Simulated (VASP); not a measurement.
HfO2, 6 atoms in the cell. The structure is tetragonal, space group I-42d (No. 122). The conventional cell has a = 5.820 Å, b = 5.820 Å, c = 8.536 Å, α = 90.00°, β = 90.00°, γ = 90.00°. Hf (site symmetry -4) has 4 O at 1.88 Å within 2.5 Å. Within 2.5 Å of O (site symmetry 2) lie 2 Hf at 1.88 Å. 

```yaml
Program: VASP 6.6.1
Task: single point
Functional: PBE
Potentials_or_basis: VASP PAW PBE potentials, release 64 (Hf_pv, O)
Cutoff: 520 eV
k_mesh: 4 × 4 × 4
Occupations: gaussian, width 0.1 eV
Spin: no spin polarisation
Dipole_correction: no
Further_INCAR_settings: ALGO = Normal; EDIFF = 1e-06; NBANDS = 31
```

Potentials or basis: VASP PAW PBE potentials, release 64 (Hf_pv, O).

Launch:

```sh
$ cat potpaw_PBE.64/Hf_pv/POTCAR potpaw_PBE.64/O/POTCAR > POTCAR
$ mpirun -np 1 vasp_std > vasp.out
```

Hardware: 1 thread of Intel(R) Xeon(R) Platinum 8259CL CPU @ 2.50GHz (Skylake/Cascade Lake) (shared host).

Problem. How long does it take, and how much memory?

Solution. It took 77 s on 1 thread of Intel(R) Xeon(R) Platinum 8259CL CPU @ 2.50GHz (Skylake/Cascade Lake), with other jobs on the host, peak memory 0.33 GiB. Counts: scf iterations 15, k points 13.
